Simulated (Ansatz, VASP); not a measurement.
**One calculation of S, two programs**

INCAR

```
SYSTEM = S
PREC = Accurate
ENCUT = 520
EDIFF = 1E-6
ISMEAR = 0
SIGMA = 0.15
LREAL = .False.
LASPH = .True.
NELM = 100
ALGO = Normal
ISIF = 2
LWAVE = .False.
LCHARG = .True.
GGA = CA
LELF = .True.
LVHAR = .True.
NBANDS = 9
```

The input KPOINTS:

```
regular mesh
0
Gamma
  20 20 20
  0 0 0
```

File POSCAR:

```
S
1.0
    0.0000000000      1.9943503440      1.9943503440
    1.9943503440      0.0000000000      1.9943503440
    1.9943503440      1.9943503440      0.0000000000
S
1
Direct
    0.0000000000      0.0000000000      0.0000000000
```

Input for Ansatz:

```yaml
crystal:
  lattice:
    - [0.0, 1.994350344, 1.994350344]
    - [1.994350344, 0.0, 1.994350344]
    - [1.994350344, 1.994350344, 0.0]
  atoms:
    - { symbol: S, position: [0.0, 0.0, 0.0] }
basis:
  ecutwfc: 420
kpoints:
  mp_grid: { grid: [20, 20, 20] }
hamiltonian:
  xc: lda
scf:
  occupations: { method: gaussian, width: 0.15 }
output:
  forces: true
  stress: true
  eigenvalues: true
```

Alike in both runs: task single point; functional LDA; k mesh 20 × 20 × 20; occupations gaussian, width 0.15 eV; no spin polarisation.

|  | VASP | Ansatz |
| --- | --- | --- |
| version | VASP 6.6.1 | Ansatz 0.2.0 |
| potentials or method | VASP PAW LDA potentials, release 64 (S), cutoff 520 eV | scalar-relativistic, plane waves, PAW |
| valence electrons in the cell | 6 | 6 |

```tsv
	VASP	Ansatz	Ansatz less VASP
gap on the k mesh at the Fermi level (eV)	none	none	-
pressure (GPa)	-6.6	-6.5	+0.04
```

LDA's correlation is that of Perdew and Zunger in VASP and of Perdew and Wang (1992) in Ansatz. A gap of «none» marks a metal or a gap that the smearing closes.
